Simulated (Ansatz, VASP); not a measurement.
# NaZr3: VASP beside Ansatz

The input INCAR:

```
SYSTEM = NaZr3
  PREC = Accurate
  ENCUT = 600
  EDIFF = 1E-6
  ISMEAR = 0
  SIGMA = 0.1
  LREAL = .False.
  LASPH = .True.
  NELM = 60
  ALGO = Fast
  ISIF = 3
  LWAVE = .False.
  LCHARG = .False.
  GGA = PE
  IBRION = 2
  NSW = 100
  EDIFFG = -0.01
```

Contents of KPOINTS:

```
Automatic mesh
0
Gamma
  10 10 10
  0 0 0
```

Contents of POSCAR:

```
NaZr3
1.0
    4.5298881234      0.0000000000      0.0000000000
    0.0000000000      4.5298881234      0.0000000000
    0.0000000000      0.0000000000      4.5298881234
Na Zr
1 3
Direct
    0.0000000000      0.0000000000      0.0000000000
    0.0000000000      0.5000000000      0.5000000000
    0.5000000000      0.0000000000      0.5000000000
    0.5000000000      0.5000000000      0.0000000000
```

Input for Ansatz:

```yaml
crystal:
  lattice:
    - [4.5298881234, 0.0, 0.0]
    - [0.0, 4.5298881234, 0.0]
    - [0.0, 0.0, 4.5298881234]
  atoms:
    - { symbol: Na, position: [0.0, 0.0, 0.0] }
    - { symbol: Zr, position: [0.0, 0.5, 0.5] }
    - { symbol: Zr, position: [0.5, 0.0, 0.5] }
    - { symbol: Zr, position: [0.5, 0.5, 0.0] }
basis:
  ecutwfc: 420
kpoints:
  mp_grid: { grid: [10, 10, 10] }
hamiltonian:
  xc: pbe
scf:
  occupations: { method: gaussian, width: 0.1 }
output:
  forces: true
  stress: true
  eigenvalues: true
relax:
  adjacent_minimum: "off"
  f_tol: 0.01
  max_steps: 80
  cell: { stress_tol: 0.05 }
```

Alike in both runs: task relaxation of cell and atoms; functional PBE; k mesh 10 × 10 × 10; occupations gaussian, width 0.1 eV; no spin polarisation.

|  | VASP | Ansatz |
| --- | --- | --- |
| version | VASP 6.6.1 | Ansatz 0.2.0 |
| potentials or method | VASP PAW PBE potentials, release 64 (Na_pv, Zr_sv), cutoff 600 eV | scalar-relativistic, plane waves, PAW |
| valence electrons in the cell | 43 | 45 |

```tsv
	VASP	Ansatz	Ansatz less VASP
gap on the k mesh at the Fermi level, each at its own relaxed structure (eV)	none	none	-
relaxed volume (Å³/atom)	23.35	23.31	-0.038
relaxed cell length with the largest relative difference (Å)	4.537	4.535	-0.0025
```

A gap of «none» marks a metal or a gap that the smearing closes. VASP's potentials hold 43 valence electrons a cell and Ansatz's 45, so a difference there can come from the potentials and not from the codes.
